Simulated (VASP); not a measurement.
A run of VASP 6.6.1:

INCAR

```
PREC     = Accurate       # precision mode
ENCUT    = 520            # plane-wave cutoff, eV
EDIFF    = 1E-7           # SCF threshold, eV
ISMEAR   = -1             # smearing method
SIGMA    = 0.05           # smearing width, eV
LREAL    = F              # projectors in reciprocal space
LASPH    = T              # aspherical terms in the spheres
NELM     = 150            # most SCF steps
ALGO     = Normal         # electronic algorithm
ISIF     = 2              # what is computed and relaxed
LWAVE    = F              # write WAVECAR
LCHARG   = F              # write CHGCAR
MAGMOM   = 0 0 0 0 0 0 0 0 0 # initial moments
LORBIT   = 11             # projections on sites
LSORBIT  = T              # spin-orbit coupling
GGA_COMPAT= F            
LORBMOM  = T            
LMAXMIX  = 4              # l up to which the mixer works
GGA      = PE             # functional
IVDW     = 12             # dispersion correction
NBANDS   = 35             # bands
```

Contents of KPOINTS:

```
regular mesh
0
Gamma
  7 7 7
```

The input POSCAR:

```
HfO2
1.0
    0.0000000000      2.5575000000      2.5575000000
    2.5575000000      0.0000000000      2.5575000000
    2.5575000000      2.5575000000      0.0000000000
Hf O
1 2
Direct
    0.0000000000      0.0000000000      0.0000000000
    0.7500000000      0.7500000000      0.7500000000
    0.2500000000      0.2500000000      0.2500000000
```

Potentials or basis: VASP PAW PBE potentials, release 64 (Hf_pv, O).

Command:

```console
$ cat potpaw_PBE.64/Hf_pv/POTCAR potpaw_PBE.64/O/POTCAR > POTCAR
$ mpirun -np 1 vasp_ncl > vasp.out
```

Hardware: 1 thread of Intel Xeon 6975P-C, on a shared host.

**Question.** Estimate the wall time of this run.

**Answer.** It took 88 s on 1 thread of Intel Xeon 6975P-C, with other jobs on the host, peak memory 0.27 GiB. Counts: scf iterations 16, k points 20.
